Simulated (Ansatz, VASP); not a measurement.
**One calculation of Al2O3, two programs**

```
CELL_PARAMETERS angstrom
2.28414 1.31875 4.48384
-2.28414 1.31875 4.48384
0.00000 -2.63749 4.48384
ATOMIC_POSITIONS crystal
Al 0.85215 0.85215 0.85215
Al 0.64785 0.64785 0.64785
Al 0.14785 0.14785 0.14785
Al 0.35215 0.35215 0.35215
O 0.05618 0.44382 0.75000
O 0.75000 0.05618 0.44382
O 0.44382 0.75000 0.05618
O 0.94382 0.55618 0.25000
O 0.25000 0.94382 0.55618
O 0.55618 0.25000 0.94382
```

Change from the starting cell: strain -0.050 along x and y, +0.025 along z, atoms carried along.

Alike in both runs: task single point; functional PBE; k mesh 6 × 6 × 6; occupations gaussian, width 0.05 eV; no spin polarisation.

|  | VASP | Ansatz |
| --- | --- | --- |
| version | VASP 6.6.1 | Ansatz 0.2.0 |
| potentials or method | VASP PAW PBE potentials, release 64 (Al, O), cutoff 520 eV | scalar-relativistic, plane waves, PAW |
| valence electrons in the cell | 48 | 48 |

|  | VASP | Ansatz | Ansatz less VASP |
| --- | --- | --- | --- |
| gap on the k mesh at the Fermi level (eV) | 6.54 | 6.54 | -0.002 |
| least direct gap on the mesh (eV) | 6.54 | 6.54 | -0.002 |
| pressure (GPa) | 22.5 | 22.6 | +0.06 |
| traceless stress, the component that is largest in VASP (GPa) | -24.19 | -24.09 | +0.099 |
| rms of the force components (eV/Å) | 0.236 | 0.234 | -0.0016 |

Atom by atom the forces differ by 0.004 eV/Å (rms over components).
